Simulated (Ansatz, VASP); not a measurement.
Au: VASP beside Ansatz

```
Au
1.0
     0.00000    2.16056    2.16056
     2.04550    0.11506    2.04550
     2.04550    2.04550    0.11506
Au
1
Cartesian
  0.0000 0.0000 0.0000
```

Change from the starting cell: strain +0.1125 x Voigt [0, 0, 0, 1, 0, 0], atoms carried along.

Alike in both runs: task single point; functional LDA; k mesh 20 × 20 × 20; occupations gaussian, width 0.15 eV; no spin polarisation.

|  | VASP | Ansatz |
| --- | --- | --- |
| version | VASP 6.6.1 | Ansatz 0.2.0 |
| potentials or method | VASP PAW LDA potentials, release 64 (Au), cutoff 520 eV | scalar-relativistic, plane waves, PAW |
| valence electrons in the cell | 11 | 19 |

VASP gave:

* gap on the k mesh at the Fermi level (eV): none
* pressure (GPa): -2.9
* traceless stress, the component that is largest in VASP (GPa): -4.59

Q: What did Ansatz give for the same quantities?

A: gap on the k mesh at the Fermi level (eV): none; pressure (GPa): -3.4; traceless stress, the component that is largest in VASP (GPa): -4.39.

LDA's correlation is that of Perdew and Zunger in VASP and of Perdew and Wang (1992) in Ansatz. A gap of «none» marks a metal or a gap that the smearing closes. VASP's potentials hold 11 valence electrons a cell and Ansatz's 19, so a difference there can come from the potentials and not from the codes.

Neither program's run includes spin-orbit coupling.
